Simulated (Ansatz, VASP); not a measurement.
**One calculation of Sb, two programs**

```
Sb
1.0
    -1.87134    1.87134    1.87134
     1.87134   -1.87134    1.87134
     1.87134    1.87134   -1.87134
Sb
1
Cartesian
  0.0000 0.0000 0.0000
```

Alike in both runs: task single point; functional PBE-based screened hybrid with a share of 0.25 of exact exchange and HFSCREEN = 0.3; k mesh 5 × 5 × 5; occupations fermi-dirac, width 0.05 eV; no spin polarisation.

|  | VASP | Ansatz |
| --- | --- | --- |
| version | VASP 6.6.1 | Ansatz 0.2.0 |
| potentials or method | VASP PAW PBE potentials, release 64 (Sb) | Ansatz PAW |
| plane-wave cutoff (eV) | 520 | 420 |
| valence electrons in the cell | 5 | 15 |

|  | VASP | Ansatz | Ansatz less VASP |
| --- | --- | --- | --- |
| gap on the k mesh at the Fermi level (eV) | none | none | - |
| pressure (GPa) | -1.6 | -0.6 | +0.99 |

VASP's potentials were made for PBE, not for PBE-based screened hybrid. A gap of «none» marks a metal or a gap that the smearing closes. VASP's potentials hold 5 valence electrons a cell and Ansatz's 15, so a difference there can come from the potentials and not from the codes.

The k mesh is coarse, so the values compare programs but aren't converged. Neither program's run includes spin-orbit coupling.
